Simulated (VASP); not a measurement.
# AsAu3 (D03 type) (Fm-3m) in VASP: a series of runs

AsAu3 (D03 type) is run at these levels: PBE; tasks: single point, relaxation of cell and atoms.

All numbers are computed with VASP 6.6.1; they aren't measurements. Logs are shortened: lines on timing, memory, paths and dates and some standing lists are left out, and cuts for length are marked.

### 1 The cell of the first run

It takes space group Fm-3m (No. 225, cubic). Conventional cell: a = 6.669 Å, b = 6.669 Å, c = 6.669 Å, α = 90.00°, β = 90.00°, γ = 90.00°. Within 3.8 Å of As (site symmetry m-3m) lie 14 Au at 2.89 to 3.33 Å. Au (site symmetry m-3m) has 8 Au at 2.89 Å and 6 As at 3.33 Å within 3.8 Å. Au (site symmetry -43m) has 4 As at 2.89 Å and 10 Au at 2.89 to 3.33 Å within 3.8 Å.

### 2 Single point, PBE

INCAR

```
SYSTEM = AsAu3
PREC = Accurate
ENCUT = 520
EDIFF = 1E-6
ISMEAR = -1
SIGMA = 0.03
LREAL = .False.
LASPH = .True.
NELM = 100
ALGO = Normal
ISIF = 2
LWAVE = .False.
LCHARG = .False.
GGA = PE
NBANDS = 27
```

KPOINTS

```
Automatic mesh
0
Gamma
  9 9 9
  0 0 0
```

POSCAR

```
AsAu3
1.0
    0.0000000000      3.3345399389      3.3345399389
    3.3345399389      0.0000000000      3.3345399389
    3.3345399389      3.3345399389      0.0000000000
As Au
1 3
Direct
    0.0000000000      0.0000000000      0.0000000000
    0.5000000000      0.5000000000      0.5000000000
    0.2500000000      0.2500000000      0.2500000000
    0.7500000000      0.7500000000      0.7500000000
```

Potentials or basis: VASP PAW PBE potentials, release 64 (As, Au).

Started as:

```console
> cat potpaw_PBE.64/As/POTCAR potpaw_PBE.64/Au/POTCAR > POTCAR
> mpirun -np 1 vasp_std > vasp.out
```

OUTCAR:

```text
SYSTEM = AsAu3
   PREC = Accurate
   ENCUT = 520
   EDIFF = 1E-6
   ISMEAR = -1
   LREAL = .False.
   LASPH = .True.
   NELM = 100
   ISIF = 2
   GGA = PE

 ion  position               nearest neighbor table
   1  0.000  0.000  0.000-   4 2.89   4 2.89   4 2.89   3 2.89   3 2.89   3 2.89   4 2.89   3 2.89

   2  0.500  0.500  0.500-   3 2.89   3 2.89   3 2.89   4 2.89   4 2.89   4 2.89   4 2.89   3 2.89

   3  0.250  0.250  0.250-   1 2.89   1 2.89   1 2.89   2 2.89   2 2.89   2 2.89   2 2.89   1 2.89
                             4 3.33   4 3.33   4 3.33   4 3.33   4 3.33   4 3.33
   4  0.750  0.750  0.750-   2 2.89   2 2.89   2 2.89   1 2.89   1 2.89   1 2.89   2 2.89   1 2.89
                             3 3.33   3 3.33   3 3.33   3 3.33   3 3.33   3 3.33

  LATTYP: Found a face centered cubic cell.
 ALAT       =     6.6690798778

  Lattice vectors:

 A1 = (   0.0000000000,   3.3345399389,   3.3345399389)
 A2 = (   3.3345399389,   0.0000000000,   3.3345399389)
 A3 = (   3.3345399389,   3.3345399389,   0.0000000000)

Analysis of symmetry for initial positions (statically):
=====================================================================
 Subroutine PRICEL returns:
 Original cell was already a primitive cell.

 Routine SETGRP: Setting up the symmetry group for a
 face centered cubic supercell.

 Subroutine GETGRP returns: Found 48 space group operations
 (whereof 48 operations were pure point group operations)
 out of a pool of 48 trial point group operations.

The static configuration has the point symmetry O_h .

Analysis of symmetry for dynamics (positions and initial velocities):
=====================================================================
 Subroutine PRICEL returns:
 Original cell was already a primitive cell.

 Routine SETGRP: Setting up the symmetry group for a
 face centered cubic supercell.

 Subroutine GETGRP returns: Found 48 space group operations
 (whereof 48 operations were pure point group operations)
 out of a pool of 48 trial point group operations.

The dynamic configuration has the point symmetry O_h .

 Subroutine INISYM returns: Found 48 space group operations
 (whereof 48 operations are pure point group operations),
 and found     1 'primitive' translations

----------------------------------------------------------------------------------------

                                     Primitive cell

  volume of cell :      74.1545

  direct lattice vectors                    reciprocal lattice vectors
     0.000000000  3.334539939  3.334539939    -0.149945722  0.149945722  0.149945722
     3.334539939  0.000000000  3.334539939     0.149945722 -0.149945722  0.149945722
     3.334539939  3.334539939  0.000000000     0.149945722  0.149945722 -0.149945722

  length of vectors
     4.715751606  4.715751606  4.715751606     0.259713610  0.259713610  0.259713610

  position of ions in fractional coordinates (direct lattice)
     0.000000000  0.000000000  0.000000000
     0.500000000  0.500000000  0.500000000
     0.250000000  0.250000000  0.250000000
     0.750000000  0.750000000  0.750000000

  ion indices of the primitive-cell ions
   primitive index   ion index
                 1           1
                 2           2
                 3           3
                 4           4

----------------------------------------------------------------------------------------

 KPOINTS: Automatic mesh

Automatic generation of k-mesh.
 Grid dimensions read from file:
 generate k-points for:    9    9    9

 Generating k-lattice:

  Cartesian coordinates                     Fractional coordinates (reciprocal lattice)
    -0.016660636  0.016660636  0.016660636     0.111111111  0.000000000  0.000000000
     0.016660636 -0.016660636  0.016660636     0.000000000  0.111111111  0.000000000
     0.016660636  0.016660636 -0.016660636     0.000000000  0.000000000  0.111111111

  Length of vectors
     0.028857068  0.028857068  0.028857068

  Shift w.r.t. Gamma in fractional coordinates (k-lattice)
     0.000000000  0.000000000  0.000000000

 Subroutine IBZKPT returns following result:
 ===========================================

 Found     35 irreducible k-points:

 Following reciprocal coordinates:
            Coordinates               Weight
  0.000000  0.000000  0.000000      1.000000
  0.111111  0.000000  0.000000      8.000000
  0.222222  0.000000  0.000000      8.000000
  0.333333  0.000000  0.000000      8.000000
  0.444444  0.000000  0.000000      8.000000
  0.111111  0.111111  0.000000      6.000000
[... 16 lines left out ...]
 -0.333333  0.333333  0.000000     12.000000
  0.444444  0.444444  0.000000      6.000000
 [... further k-points ...]
   k-points           NKPTS =     35   k-points in BZ     NKDIM =     35   number of bands    NBANDS=     27
   number of dos      NEDOS =    301   number of ions     NIONS =      4
   total plane-waves  NPLWV =  46656
   dimension x,y,z NGX =    36 NGY =   36 NGZ =   36
   dimension x,y,z NGXF=    72 NGYF=   72 NGZF=   72
   ions per type =               1   3
   NGX,Y,Z   is equivalent  to a cutoff of  12.69, 12.69, 12.69 a.u.
   NGXF,Y,Z  is equivalent  to a cutoff of  25.38, 25.38, 25.38 a.u.
 SYSTEM =  AsAu3
   PREC   = accura    normal or accurate (medium, high low for compatibility)
   ISTART =      0    job   : 0-new  1-cont  2-samecut
   ICHARG =      2    charge: 1-file 2-atom 10-const
   ISPIN  =      1    spin polarized calculation?
   LNONCOLLINEAR =      F non collinear calculations
   LSORBIT =      F    spin-orbit coupling
   LASPH  =      T    aspherical Exc in radial PAW
   ENCUT  =  520.0 eV  38.22 Ry    6.18 a.u.   8.77  8.77  8.77*2*pi/ulx,y,z
   NELM   =    100;   NELMIN=  2; NELMDL= -5     # of ELM steps
   EDIFF  = 0.1E-05   stopping-criterion for ELM
   LREAL  =      F    real-space projection
   EDIFFG = 0.1E-04   stopping-criterion for IOM
   NSW    =      0    number of steps for IOM
   IBRION =     -1    ionic relax: 0-MD 1-quasi-New 2-CG
   NFREE  =      0    steps in history (QN), initial steepest desc. (CG)
   ISIF   =      2    stress and relaxation
   ISYM   =      2    0-nonsym 1-usesym 2-fastsym
   POTIM  = 0.5000    time-step for ionic-motion
   TEBEG  =    0.0;   TEEND  =   0.0 temperature during run
   PSTRESS=    0.0 pullay stress
   NELECT =      38.0000    total number of electrons
   NUPDOWN=      -1.0000    fix difference up-down
   EMIN   =  10.00;   EMAX   =-10.00  energy-range for DOS
   EFERMI =   0.00;   METHOD = LEGACY
   ISMEAR =    -1;   SIGMA  =   0.03  broadening in eV -4-tet -1-fermi 0-gaus
   EFERMI_NEDOS =   21; number of points for ismear=-14 and -15
   IALGO  =     38    algorithm
   IMIX   =      4    mixing-type and parameters
     AMIX     =   0.40;   BMIX     =  1.00
     AMIX_MAG =   1.60;   BMIX_MAG =  1.00
  volume/ion in A,a.u.               =      18.54       125.10
  Fermi-wavevector in a.u.,A,eV,Ry     =   1.310057  2.475648 23.350981  1.716249
  Thomas-Fermi vector in A             =   2.440613
   LORBIT       =      0    0 simple, 1 ext, 2 COOP (PROOUT), +10 PAW based schemes
   GGA     = PE    functional components
   LHFCALC =     F    Hartree Fock is set to
   AEXX    =    0.0000 exact exchange contribution
   IVDW    =     0    specifies the selected vdW correction
   LEPSILON=     F    determine dielectric tensor
   LRPA    =     F    only Hartree local field effects (RPA)
 non-spin polarized calculation
  energy-cutoff  :      520.00
  volume of cell :       74.15
 maximum number of plane-waves:      2010
   NGX = 17   NGY = 17   NGZ = 17

 number of electron      37.9999999 magnetization

 Free energy of the ion-electron system (eV)
  ---------------------------------------------------
  ext. energy  EPLUGINS =         0.00000000
  ---------------------------------------------------
  free energy    TOTEN  =       -13.43542955 eV

  energy without entropy =      -13.42921300  energy(sigma->0) =      -13.43232128

 E-fermi :   8.2072     XC(G=0): -11.8901

 val. band max:        8.1477050160   @ k =   0.2222   0.1111   0.0000
 cond. band min:       8.2121587262   @ k =  -0.4444   0.1111   0.0000
 fundamental gap:      0.0644537102
 Fermi energy:         8.2071709179

 k-point     1 :       0.0000    0.0000    0.0000
  band No.  band energies     occupation
      1      -4.4071      2.00000
      2       2.1166      2.00000
      3       2.1166      2.00000
      4       2.1166      2.00000
      5       2.2265      2.00000
      6       2.2265      2.00000
[... 19 lines left out ...]
     26      14.2850      0.00000
     27      14.2850      0.00000

 k-point     2 :       0.1111    0.0000    0.0000
  band No.  band energies     occupation
      1      -4.3195      2.00000
      2       1.7671      2.00000
      3       2.0213      2.00000
      4       2.0213      2.00000
      5       2.4161      2.00000
      6       2.4161      2.00000
[... 19 lines left out ...]
     26      14.4331      0.00000
     27      14.4331      0.00000

 k-point     3 :       0.2222    0.0000    0.0000
  band No.  band energies     occupation
      1      -4.0830      2.00000
      2       1.2813      2.00000
      3       1.9940      2.00000
      4       1.9940      2.00000
      5       2.6702      2.00000
      6       2.6702      2.00000
[... 19 lines left out ...]
     26      14.9186      0.00000
     27      15.7011      0.00000

 k-point     4 :       0.3333    0.0000    0.0000
  band No.  band energies     occupation
      1      -3.7814      2.00000
      2       0.8961      2.00000
      3       2.0529      2.00000
      4       2.0529      2.00000
      5       2.7429      2.00000
      6       2.8018      2.00000
[... 19 lines left out ...]
     26      15.7586      0.00000
     27      17.2983      0.00000
[... 516 lines left out ...]
      4       2.2790      2.00000
      5       2.7068      2.00000
      6       2.8147      2.00000
[... 19 lines left out ...]
     26      16.9441      0.00000
     27      17.7640      0.00000

 k-point    23 :      -0.3333    0.3333    0.0000
  band No.  band energies     occupation
      1      -3.4089      2.00000
      2       1.3656      2.00000
      3       1.5312      2.00000
      4       2.2669      2.00000
      5       2.4784      2.00000
      6       2.7638      2.00000
[... 19 lines left out ...]
     26      16.6548      0.00000
     27      17.9441      0.00000

 k-point    24 :       0.4444    0.4444    0.0000
  band No.  band energies     occupation
      1      -3.4213      2.00000
      2       0.8799      2.00000
      3       1.9669      2.00000
      4       2.2734      2.00000
      5       2.7652      2.00000
      6       2.7652      2.00000
[... 19 lines left out ...]
     26      17.8803      0.00000
     27      17.8816      0.00000

 [... further k-points ...]

------------------------ aborting loop because EDIFF is reached ----------------------------------------

  FORCE on cell =-STRESS in cart. coord.  units (eV):
  Direction    XX          YY          ZZ          XY          YZ          ZX
  --------------------------------------------------------------------------------------
  -------------------------------------------------------------------------------------
  Total       -0.0765481     -0.0765481     -0.0765481      0.0000000     -0.0000000      0.0000000
  in kB       -1.6538933     -1.6538933     -1.6538933      0.0000000     -0.0000000      0.0000000
  external PRESSURE =      -1.6538933 kB  Pullay stress =       0.0000000 kB

 VOLUME and BASIS-vectors are now :
 -----------------------------------------------------------------------------
  energy-cutoff  :      520.00
  volume of cell :       74.15
      direct lattice vectors                 reciprocal lattice vectors
     0.000000000  3.334539939  3.334539939    -0.149945722  0.149945722  0.149945722
     3.334539939  0.000000000  3.334539939     0.149945722 -0.149945722  0.149945722
     3.334539939  3.334539939  0.000000000     0.149945722  0.149945722 -0.149945722

 POSITION                                       TOTAL-FORCE (eV/Angst)
 -----------------------------------------------------------------------------------
      0.00000      0.00000      0.00000        -0.000000     -0.000000     -0.000000
      3.33454      3.33454      3.33454        -0.000000     -0.000000     -0.000000
      1.66727      1.66727      1.66727        -0.000000     -0.000000     -0.000000
      5.00181      5.00181      5.00181         0.000000      0.000000      0.000000
 -----------------------------------------------------------------------------------
    total drift:                                0.000000      0.000000      0.000000

  FREE ENERGIE OF THE ION-ELECTRON SYSTEM (eV)
  ---------------------------------------------------
  free  energy   TOTEN  =       -13.4354295495 eV

  energy  without entropy=      -13.4292130029  energy(sigma->0) =      -13.43232128
```

Run time: 37 s. Hardware: 1 thread of Intel Xeon Platinum 8488C (Sapphire Rapids), shared host; peak memory 0.23 GiB.

What came out:

```yaml
Free_energy: -13.4354 eV
Pressure: -0.2 GPa
Band_gap_on_the_k_mesh: zero (band 19 reaches 8.64 eV, above the bottom of band 20 at 7.57 eV)
```

Caveat: spin-orbit coupling is left out, which moves the levels of the heavy elements.

### 3 Single point, PBE

INCAR

```
SYSTEM = AsAu3
PREC     = Accurate       ! precision mode
ENCUT    = 520            ! plane-wave cutoff, eV
EDIFF    = 1E-7           ! SCF threshold, eV
ISMEAR   = -1             ! smearing method
SIGMA    = 0.03           ! smearing width, eV
LREAL    = .False.        ! projectors in reciprocal space
LASPH    = .True.         ! aspherical terms in the spheres
NELM     = 100            ! most SCF steps
ALGO     = Normal         ! electronic algorithm
ISIF     = 2              ! what is computed and relaxed
LWAVE    = .False.        ! write WAVECAR
LCHARG   = .False.        ! write CHGCAR
GGA      = PE             ! functional
NBANDS   = 27             ! bands
```

KPOINTS

```
regular mesh
0
Gamma
  9 9 9
  0 0 0
```

POSCAR is that of step 2.

Potentials or basis: VASP PAW PBE potentials, release 64 (As, Au).

Started as:

```console
> cat potpaw_PBE.64/As/POTCAR potpaw_PBE.64/Au/POTCAR > POTCAR
> mpirun -np 1 vasp_std > vasp.out
```

Wall time 38 s (1 thread of Intel Xeon Platinum 8488C (Sapphire Rapids), shared host); peak memory 0.23 GiB.

It converged, with:

- Free energy: -13.4354 eV
- Pressure: -0.2 GPa
- Band gap on the k mesh: zero (band 19 reaches 8.64 eV, above the bottom of band 20 at 7.57 eV)

Levels at points of the mesh, in eV from the Fermi level:
```tsv
k point	band 15	band 16	band 17	band 18	band 19	band 20	band 21	band 22	band 23	band 24
(0.00, 0.00, 0.00)	-3.07	-3.05	-3.05	0.36	0.36	0.36	2.14	4.10	4.10	4.10
```

Caveat: spin-orbit coupling is left out, which moves the levels of the heavy elements.

### 4 Relaxation of cell and atoms, PBE

This run uses another cell than the first one, of 16.39 Å³/atom, 0.884 times its volume.

INCAR

```
SYSTEM = AsAu3
  PREC = Accurate
  ENCUT = 600
  EDIFF = 1E-6
  ISMEAR = -1
  SIGMA = 0.03
  LREAL = .FALSE.
  LASPH = .TRUE.
  NELM = 100
  ALGO = Normal
  ISIF = 3
  LWAVE = .FALSE.
  LCHARG = .FALSE.
  GGA = PE
  IBRION = 2
  NSW = 100
  EDIFFG = -0.005
```

KPOINTS

```
regular mesh
0
G
  9 9 9
  0 0 0
```

POSCAR

```
AsAu3
1.0
    0.0000000000      3.2003568735      3.2003568735
    3.2003568735      0.0000000000      3.2003568735
    3.2003568735      3.2003568735      0.0000000000
As Au
1 3
Direct
    0.0000000000      0.0000000000      0.0000000000
    0.5000000000      0.5000000000      0.5000000000
    0.2500000000      0.2500000000      0.2500000000
    0.7500000000      0.7500000000      0.7500000000
```

Started as:

```console
> cat potpaw_PBE.64/As/POTCAR potpaw_PBE.64/Au/POTCAR > POTCAR
> mpirun -np 1 vasp_std > vasp.out
```

Wall time 3.6 min (1 thread of Intel Xeon Platinum 8488C (Sapphire Rapids), shared host); peak memory 0.25 GiB.

It converged, with:

| Item | Value |
| --- | --- |
| Free energy | -13.4325 eV |
| Relaxed volume | 18.51 Å³/atom |
| Relaxed cell | a = 4.714 Å, b = 4.714 Å, c = 4.714 Å, α = 60.00°, β = 60.00°, γ = 60.00° |
| Space group after relaxing (to 0.05 Å) | Fm-3m (No. 225) |
| Energy gained by relaxing | 118.3 meV/atom |
| Ionic steps | 18 |
| Pressure after relaxing | 0.0 GPa |
| Band gap on the k mesh | zero (band 19 reaches 8.66 eV, above the bottom of band 20 at 7.59 eV) |

The path:
```csv
step,energy change (eV),largest force (eV/Å),pressure (GPa),volume (Å³)
1,0.0000,0.0000,20.30,65.56
2,0.1391,0.0000,-12.31,87.30
3,-0.4727,0.0000,-0.53,74.39
4,-0.4733,0.0000,-0.11,74.13
5,-0.4732,0.0000,0.18,73.95
6,-0.4732,0.0000,0.18,73.95
7,-0.4732,0.0000,0.18,73.96
8,-0.4732,0.0000,0.17,73.96
9,-0.4732,0.0000,0.17,73.96
10,-0.4732,0.0000,0.17,73.96
11,-0.4732,0.0000,0.17,73.96
12,-0.4732,0.0000,0.17,73.96
13,-0.4732,0.0000,0.17,73.96
14,-0.4732,0.0000,0.17,73.96
15,-0.4732,0.0000,0.16,73.97
16,-0.4733,0.0000,0.14,73.98
17,-0.4733,0.0000,0.10,74.00
18,-0.4733,0.0000,0.01,74.05
```

Final structure:
```
As Au
1.0
     0.00000    3.33295    3.33295
     3.33295    0.00000    3.33295
     3.33295    3.33295    0.00000
As Au
1 3
Direct
  0.00000 0.00000 0.00000
  0.50000 0.50000 0.50000
  0.25000 0.25000 0.25000
  0.75000 0.75000 0.75000
```

Levels at points of the mesh, in eV from the Fermi level:
```tsv
k point	band 17	band 18	band 19	band 20	band 21	band 22
(0.00, 0.00, 0.00)	-3.06	0.36	0.36	0.36	2.15	4.10
```

Caveat: spin-orbit coupling is left out, which moves the levels of the heavy elements.
